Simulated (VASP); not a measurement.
**CdTe: single point with HSE06**

The system is CdTe.

```
Cd Te
1.0
     0.00000    3.27996    3.27996
     3.27996    0.00000    3.27996
     3.27996    3.27996    0.00000
Cd Te
1 1
Cartesian
  0.0000 0.0000 0.0000
  1.6400 1.6400 1.6400
```

| Quantity | Value |
| --- | --- |
| Program | VASP 6.6.1 |
| Task | single point |
| Functional | HSE06 |
| Potentials or basis | VASP PAW PBE potentials, release 64 (Cd, Te) |
| Cutoff | 520 eV |
| k mesh | 4 × 4 × 4 |
| Occupations | gaussian, width 0.01 eV |
| Spin | no spin polarisation |

```yaml
Pressure: 0.2 GPa
Band_gap_on_the_k_mesh: 1.44 eV
```

Levels at points of the mesh, in eV from the valence-band top:
| k point | band 6 | band 7 | band 8 | band 9 | band 10 | band 11 | band 12 | band 13 |
| --- | --- | --- | --- | --- | --- | --- | --- | --- |
| (0.00, 0.00, 0.00) | -9.26 | 0.00 | 0.00 | 0.00 | 1.44 | 5.49 | 5.49 | 5.49 |
| (0.50, 0.00, 0.00) | -8.84 | -4.52 | -0.77 | -0.77 | 2.58 | 6.06 | 6.06 | 7.94 |
| (0.50, 0.50, 0.00) | -8.66 | -4.41 | -1.87 | -1.87 | 3.35 | 3.47 | 9.77 | 10.17 |

Run time: 16 min on 1 thread of AMD EPYC 7R43 64-Core Processor (Zen 3), on a shared host, peak memory 0.28 GiB.

Caveat: the PAW data sets were made with another functional, which shifts forces and pressure a little; spin-orbit coupling is left out, which moves the levels of the heavy elements.
